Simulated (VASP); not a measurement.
# H4C2O in VASP: further runs

H4C2O is run at these levels: PBE+D3(BJ); tasks: single point.

All numbers are computed with VASP 6.6.1; they aren't measurements. Logs are shortened: lines on timing, memory, paths and dates and some standing lists are left out, and cuts for length are marked.

### 1 The cell of the first run

The cell holds an amorphous packing of atoms, 28 atoms: a = 8.569 Å, b = 8.569 Å, c = 8.569 Å, α = 90.00°, β = 90.00°, γ = 90.00°.

### 2 Single point, PBE+D3(BJ)

Contents of INCAR:

```
SYSTEM = H4C2O
  PREC = Accurate
  ENCUT = 520
  EDIFF = 1E-6
  ISMEAR = -1
  SIGMA = 0.02
  LREAL = Auto
  LASPH = .TRUE.
  NELM = 80
  ALGO = Normal
  ISIF = 2
  LWAVE = .FALSE.
  LCHARG = .FALSE.
  GGA = PE
  IVDW = 12
  NBANDS = 56
```

Contents of KPOINTS:

```
Automatic mesh
0
G
  1 1 1
  0 0 0
```

Contents of POSCAR:

```
H4C2O
1.0
    8.5689890000      0.0000000000      0.0000000000
    0.0000000000      8.5689890000      0.0000000000
    0.0000000000      0.0000000000      8.5689890000
O C H
4 8 16
Direct
    0.5916849324      0.0075762644     -0.0332204967
    0.5805262850      0.8665651018      0.3094333390
    0.2236368125      0.8695479040      0.5735840256
   -0.0002625144      0.4849898336      0.6991775937
    0.7115660409      0.0646344574     -0.0329634752
    0.5610471738      0.9816841499      0.3727363672
    0.1976817835      0.8029045174      0.4617991305
   -0.0496130731      0.5711147843      0.6110413062
    0.3980268338      0.4603536305      0.5719673790
    0.0483724795      0.5443364166      0.1094472082
    0.5992509817      0.4108249854      0.1896935763
    0.0939414431      0.1473442937      0.3047416003
    0.3487421048      0.4903867152      0.6862375256
    0.5181769405      0.5034624880      0.5643325334
    0.3277621088      0.5143023382      0.4791022275
    0.3973781481      0.3330284881      0.5565623553
    0.1471940925      0.5276631525      0.1888282586
   -0.0429587721      0.6103041899      0.1698034221
    0.0025152926      0.4305350256      0.0731779706
    0.0872136145      0.6096901459      0.0065448407
    0.4901219179      0.3679648938      0.2422383770
    0.6675790318      0.4743806178      0.2777116667
    0.5724912788      0.4892840426      0.0923364664
    0.6683767433      0.3113782003      0.1466250245
    0.1951757509      0.1488939391      0.3827689528
    0.0327286670      0.0359220135      0.3164887711
    0.1328527098      0.1614746170      0.1838417365
    0.0147571921      0.2426019932      0.3356094171
```

Potentials or basis: VASP PAW PBE potentials, release 64 (O, C, H).

Run with:

```
> cat potpaw_PBE.64/O/POTCAR potpaw_PBE.64/C/POTCAR potpaw_PBE.64/H/POTCAR > POTCAR
> mpirun -np 1 vasp_gam > vasp.out
```

OUTCAR:

```text
SYSTEM = H4C2O
   PREC = Accurate
   ENCUT = 520
   EDIFF = 1E-6
   ISMEAR = -1
   LREAL = Auto
   LASPH = .TRUE.
   NELM = 80
   ISIF = 2
   GGA = PE
   IVDW = 12
 IVDW          = 12

 ion  position               nearest neighbor table
   1  0.592  0.008  0.967-   5 1.14
   2  0.581  0.867  0.309-   6 1.14
   3  0.224  0.870  0.574-   7 1.14
   4  1.000  0.485  0.699-   8 1.14
   5  0.712  0.065  0.967-   1 1.14
   6  0.561  0.982  0.373-   2 1.14
   7  0.198  0.803  0.462-   3 1.14
   8  0.950  0.571  0.611-   4 1.14
   9  0.398  0.460  0.572-  14 1.10  13 1.10  16 1.10  15 1.10
  10  0.048  0.544  0.109-  18 1.10  17 1.10  20 1.10  19 1.10
  11  0.599  0.411  0.190-  23 1.10  22 1.10  21 1.10  24 1.10
  12  0.094  0.147  0.305-  28 1.09  26 1.09  27 1.10  25 1.10
  13  0.349  0.490  0.686-   9 1.10
  14  0.518  0.503  0.564-   9 1.10
  15  0.328  0.514  0.479-   9 1.10
  16  0.397  0.333  0.557-   9 1.10
  17  0.147  0.528  0.189-  10 1.10
  18  0.957  0.610  0.170-  10 1.10
[... 8 lines left out ...]
  27  0.133  0.161  0.184-  12 1.10
  28  0.015  0.243  0.336-  12 1.09

  LATTYP: Found a simple cubic cell.
 ALAT       =     8.5689890000

  Lattice vectors:

 A1 = (   8.5689890000,   0.0000000000,   0.0000000000)
 A2 = (   0.0000000000,   8.5689890000,   0.0000000000)
 A3 = (   0.0000000000,   0.0000000000,   8.5689890000)

Analysis of symmetry for initial positions (statically):
=====================================================================
 Subroutine PRICEL returns:
 Original cell was already a primitive cell.

 Routine SETGRP: Setting up the symmetry group for a
 simple cubic supercell.

 Subroutine GETGRP returns: Found  1 space group operations
 (whereof  1 operations were pure point group operations)
 out of a pool of 48 trial point group operations.

The static configuration has the point symmetry C_1 .

Analysis of symmetry for dynamics (positions and initial velocities):
=====================================================================
 Subroutine PRICEL returns:
 Original cell was already a primitive cell.

 Routine SETGRP: Setting up the symmetry group for a
 simple cubic supercell.

 Subroutine GETGRP returns: Found  1 space group operations
 (whereof  1 operations were pure point group operations)
 out of a pool of 48 trial point group operations.

The dynamic configuration has the point symmetry C_1 .

 Subroutine INISYM returns: Found  1 space group operations
 (whereof  1 operations are pure point group operations),
 and found     1 'primitive' translations

[... 127 lines left out ...]
   NFREE  =      0    steps in history (QN), initial steepest desc. (CG)
   ISIF   =      2    stress and relaxation
   ISYM   =      2    0-nonsym 1-usesym 2-fastsym
   POTIM  = 0.5000    time-step for ionic-motion
   TEBEG  =    0.0;   TEEND  =   0.0 temperature during run
   PSTRESS=    0.0 pullay stress
   NELECT =      72.0000    total number of electrons
   NUPDOWN=      -1.0000    fix difference up-down
   EMIN   =  10.00;   EMAX   =-10.00  energy-range for DOS
   EFERMI =   0.00;   METHOD = LEGACY
   ISMEAR =    -1;   SIGMA  =   0.02  broadening in eV -4-tet -1-fermi 0-gaus
   EFERMI_NEDOS =   21; number of points for ismear=-14 and -15
   IALGO  =     38    algorithm
   IMIX   =      4    mixing-type and parameters
     AMIX     =   0.40;   BMIX     =  1.00
     AMIX_MAG =   1.60;   BMIX_MAG =  1.00
  volume/ion in A,a.u.               =      22.47       151.64
  Fermi-wavevector in a.u.,A,eV,Ry     =   0.794797  1.501948  8.594826  0.631702
  Thomas-Fermi vector in A             =   1.900999
   LORBIT       =      0    0 simple, 1 ext, 2 COOP (PROOUT), +10 PAW based schemes
   GGA     = PE    functional components
   LHFCALC =     F    Hartree Fock is set to
   AEXX    =    0.0000 exact exchange contribution
   IVDW    =    12    specifies the selected vdW correction
   LEPSILON=     F    determine dielectric tensor
   LRPA    =     F    only Hartree local field effects (RPA)
 non-spin polarized calculation
  energy-cutoff  :      520.00
  volume of cell :      629.20
 maximum number of plane-waves:      8440
 NGX is ok and might be reduce to    64
   NGX = 31   NGY = 31   NGZ = 31

 number of electron      71.9999999 magnetization

 Free energy of the ion-electron system (eV)
  ---------------------------------------------------
  ext. energy  EPLUGINS =         0.00000000
  ---------------------------------------------------
  free energy    TOTEN  =      -155.32766443 eV

  energy without entropy =     -155.32766443  energy(sigma->0) =     -155.32766443

 E-fermi :  -6.3352     XC(G=0):  -4.7197

 val. band max:       -6.8580159171   @ k =   0.0000   0.0000   0.0000
 cond. band min:      -0.6973513710   @ k =   0.0000   0.0000   0.0000
 fundamental gap:      6.1606645462
 Fermi energy:        -6.3352014572

 k-point     1 :       0.0000    0.0000    0.0000
  band No.  band energies     occupation
      1     -27.5882      2.00000
      2     -27.5578      2.00000
      3     -27.5350      2.00000
      4     -27.5021      2.00000
      5     -15.2968      2.00000
      6     -15.2459      2.00000
[... 40 lines left out ...]
     47       2.3932      0.00000
     48       2.4339      0.00000
 [bands above 48 left out]

------------------------ aborting loop because EDIFF is reached ----------------------------------------

 Edisp (eV)   -0.68884

 E8    (eV) :    -0.1564

  FORCE on cell =-STRESS in cart. coord.  units (eV):
  Direction    XX          YY          ZZ          XY          YZ          ZX
  --------------------------------------------------------------------------------------
  -------------------------------------------------------------------------------------
  Total      -0.20087     0.56850     0.53293     0.07938     0.05063     0.15380
  in kB      -0.51148     1.44761     1.35704     0.20213     0.12893     0.39163
  external pressure =        0.76 kB  Pullay stress =        0.00 kB

 VOLUME and BASIS-vectors are now :
 -----------------------------------------------------------------------------
  energy-cutoff  :      520.00
  volume of cell :      629.20
      direct lattice vectors                 reciprocal lattice vectors
     8.568989000  0.000000000  0.000000000     0.116699881  0.000000000  0.000000000
     0.000000000  8.568989000  0.000000000     0.000000000  0.116699881  0.000000000
     0.000000000  0.000000000  8.568989000     0.000000000  0.000000000  0.116699881

 POSITION                                       TOTAL-FORCE (eV/Angst)
 -----------------------------------------------------------------------------------
      5.07014      0.06492      8.28432        -0.588846     -0.282539     -0.047653
      4.97452      7.42559      2.65153         0.100881     -0.525094     -0.248997
      1.91634      7.45115      4.91504         0.161570      0.367204      0.680085
      8.56674      4.15587      5.99125         0.220065     -0.409441      0.392818
      6.09740      0.55385      8.28653         0.596639      0.266847     -0.025412
      4.80761      8.41204      3.19397        -0.080743      0.520459      0.287699
[... 20 lines left out ...]
      1.13841      1.38367      1.57534        -0.000487      0.020499     -0.020220
      0.12645      2.07885      2.87583        -0.028900      0.061939      0.001786
 -----------------------------------------------------------------------------------
    total drift:                                0.016677     -0.003452      0.008306

  FREE ENERGIE OF THE ION-ELECTRON SYSTEM (eV)
  ---------------------------------------------------
  free  energy   TOTEN  =      -156.0165021836 eV

  energy  without entropy=     -156.0165021836  energy(sigma->0) =     -156.01650218
```

OSZICAR:

```text
N       E                     dE             d eps       ncg     rms          rms(c)
DAV:   1     0.528131403029E+03    0.52813E+03   -0.31589E+04   120   0.105E+03
DAV:   2    -0.864884655742E+02   -0.61462E+03   -0.59563E+03   144   0.240E+02
DAV:   3    -0.169973663798E+03   -0.83485E+02   -0.82979E+02   144   0.938E+01
DAV:   4    -0.172145289640E+03   -0.21716E+01   -0.21624E+01   144   0.179E+01
DAV:   5    -0.172194913716E+03   -0.49624E-01   -0.49602E-01   144   0.244E+00    0.223E+01
DAV:   6    -0.158052256152E+03    0.14143E+02   -0.31179E+01   128   0.188E+01    0.111E+01
DAV:   7    -0.156022953885E+03    0.20293E+01   -0.44464E+00   144   0.857E+00    0.615E+00
DAV:   8    -0.155467646446E+03    0.55531E+00   -0.77895E-01   136   0.344E+00    0.249E+00
DAV:   9    -0.155343543064E+03    0.12410E+00   -0.21618E-01   144   0.166E+00    0.579E-01
DAV:  10    -0.155336291029E+03    0.72520E-02   -0.23347E-02   144   0.708E-01    0.314E-01
DAV:  11    -0.155329840372E+03    0.64507E-02   -0.90944E-03   136   0.503E-01    0.193E-01
DAV:  12    -0.155328252151E+03    0.15882E-02   -0.40550E-03   144   0.254E-01    0.848E-02
DAV:  13    -0.155327823760E+03    0.42839E-03   -0.20151E-03   128   0.191E-01    0.753E-02
DAV:  14    -0.155327664164E+03    0.15960E-03   -0.78709E-04   144   0.100E-01    0.297E-02
DAV:  15    -0.155327663803E+03    0.36054E-06   -0.14859E-04   128   0.522E-02    0.136E-02
DAV:  16    -0.155327664462E+03   -0.65859E-06   -0.13078E-05   136   0.180E-02    0.634E-03
DAV:  17    -0.155327664429E+03    0.32837E-07   -0.61991E-06   136   0.115E-02
   1 F= -.15601650E+03 E0= -.15601650E+03  d E =-.481851E-11
```

Run time: 35 s. Hardware: 1 thread of Intel Xeon 6975P-C (Granite Rapids), shared host; peak memory 0.52 GiB.

What came out:

| Quantity | Value |
| --- | --- |
| Free energy | -156.0165 eV |
| Pressure | 0.1 GPa |
| Largest force | 0.790 eV/Å |
| Band gap on the k mesh | 6.16 eV |
| Dispersion energy per atom | -0.025 eV |

Forces in eV/Å, atoms in the order of the input:
```
O   -0.589 -0.283 -0.048
O    0.101 -0.525 -0.249
O    0.162  0.367  0.680
O    0.220 -0.409  0.393
C    0.597  0.267 -0.025
C   -0.081  0.520  0.288
C   -0.118 -0.392 -0.627
C   -0.298  0.354 -0.400
C   -0.072 -0.045 -0.043
C    0.022 -0.003 -0.014
C    0.032 -0.124  0.091
C    0.022  0.008 -0.025
H    0.003 -0.025 -0.036
H    0.007  0.001 -0.012
H    0.068 -0.055  0.081
H    0.011  0.090  0.032
H    0.007 -0.004 -0.007
H   -0.028  0.009  0.007
H    0.003  0.035 -0.005
H   -0.002 -0.005  0.017
H    0.162  0.057 -0.074
H   -0.077 -0.057 -0.059
H   -0.011  0.004 -0.017
H   -0.082  0.157  0.067
H    0.008  0.023  0.008
H   -0.036 -0.050 -0.004
H    0.000  0.020 -0.020
H   -0.029  0.062  0.002
```

Stress tensor (GPa, compression positive):
```
-0.05  0.02  0.04
 0.02  0.14  0.01
 0.04  0.01  0.14
```

Levels at points of the mesh, in eV from the valence-band top:
| k point | band 32 | band 33 | band 34 | band 35 | band 36 | band 37 | band 38 | band 39 | band 40 | band 41 |
| --- | --- | --- | --- | --- | --- | --- | --- | --- | --- | --- |
| (0.00, 0.00, 0.00) | -0.47 | -0.46 | -0.40 | -0.23 | 0.00 | 6.16 | 6.36 | 6.46 | 6.48 | 6.57 |

Caveat: the k points lie up to 0.73 Å⁻¹ apart.

### 3 Single point, PBE+D3(BJ)

Contents of INCAR:

```
  PREC = Accurate
  ENCUT = 520
  EDIFF = 1E-6
  ISMEAR = -1
  SIGMA = 0.02
  LREAL = Auto
  LASPH = True
  NELM = 60
  ALGO = Normal
  ISIF = 2
  LWAVE = False
  LCHARG = False
  GGA = PE
  IVDW = 12
  NBANDS = 56
```

Contents of KPOINTS:

```
regular mesh
0
Gamma
  1 1 1
```

Contents of POSCAR:

```
H4C2O
1.0
    8.5689890000      0.0000000000      0.0000000000
    0.0000000000      8.5689890000      0.0000000000
    0.0000000000      0.0000000000      8.5689890000
O C H
4 8 16
Direct
    0.6012261190      0.0587350503     -0.0397363096
    0.5663912044      0.8509988751      0.3059170691
    0.2234919429      0.8826478830      0.6050655451
    0.0163846633      0.4753419569      0.7044705040
    0.7230958051      0.0617575772     -0.0820283466
    0.5807336198      0.9681538861      0.3635784805
    0.2181004083      0.8362830201      0.4814220207
   -0.0517797374      0.5565067244      0.6248461750
    0.4084029049      0.4404720323      0.5724946082
    0.0557358634      0.5265498649      0.0970476214
    0.6121725678      0.4420124708      0.1837439633
    0.1058934724      0.1594470480      0.3111102138
    0.3053569097      0.4418490909      0.6523523370
    0.5038750779      0.5093716423      0.6257447641
    0.3698802741      0.4772441650      0.4553512672
    0.4466571261      0.3200377547      0.5650258158
    0.1329911848      0.4918199802      0.2054268012
   -0.0366787727      0.6033733968      0.1387911689
    0.0035243364      0.4237956193      0.0403431490
    0.1356402721      0.5682700725      0.0070603428
    0.5426427785      0.3416272328      0.2325245137
    0.6528308065      0.5212166803      0.2749099106
    0.5444632967      0.5161402354      0.1090910491
    0.7132813451      0.4005490029      0.1230600249
    0.1555726119      0.2217531146      0.4070258463
    0.0534252057      0.0521648470      0.3622014219
    0.1912127557      0.1334579844      0.2236553227
    0.0130937267      0.2382077979      0.2643252314
```

Potentials or basis: VASP PAW PBE potentials, release 64 (O, C, H).

Run with:

```
> cat potpaw_PBE.64/O/POTCAR potpaw_PBE.64/C/POTCAR potpaw_PBE.64/H/POTCAR > POTCAR
> mpirun -np 1 vasp_gam > vasp.out
```

Run time: 36 s. Hardware: 1 thread of Intel Xeon 6975P-C (Granite Rapids), shared host; peak memory 0.51 GiB.

Results (log left out):

| Property | Result |
| --- | --- |
| Free energy | -155.5460 eV |
| Pressure | 0.6 GPa |
| Largest force | 4.909 eV/Å |
| Band gap on the k mesh | 6.14 eV |
| Dispersion energy per atom | -0.024 eV |

Forces in eV/Å, atoms in the order of the input:
```
O   -4.624 -0.120  1.606
O   -0.192 -1.875 -0.931
O    0.077  0.451  1.269
O    0.359 -0.502  0.466
C    4.633  0.134 -1.616
C    0.235  1.897  0.923
C   -0.046 -0.564 -1.190
C   -0.463  0.492 -0.504
C   -0.656  0.045  0.606
C    1.311 -1.238  1.367
C   -0.425 -0.414  1.053
C   -1.780  0.004  0.326
H    0.525  0.092 -0.351
H   -0.327  0.043 -0.459
H    0.329  0.241  0.279
H    0.188 -0.422 -0.077
H   -1.253  0.312 -1.673
H    0.110  0.401 -0.299
H   -0.056 -0.156  0.504
H   -0.075  0.785  0.092
H    0.473  0.838 -0.332
H    0.042 -0.204  0.456
H   -0.669  0.152 -0.701
H    0.585 -0.402 -0.483
H    0.694  0.482  0.702
H    0.112  0.377 -0.521
H    0.518 -0.219 -0.551
H    0.375 -0.630  0.039
```

Stress tensor (GPa, compression positive):
```
 0.99 -0.11 -0.54
-0.11  0.52  0.45
-0.54  0.45  0.30
```

Levels at points of the mesh, in eV from the valence-band top:
| k point | band 34 | band 35 | band 36 | band 37 | band 38 | band 39 |
| --- | --- | --- | --- | --- | --- | --- |
| (0.00, 0.00, 0.00) | -0.42 | -0.26 | 0.00 | 6.14 | 6.33 | 6.44 |

Caveat: the k points lie up to 0.73 Å⁻¹ apart.

[end of part 1 of 2]
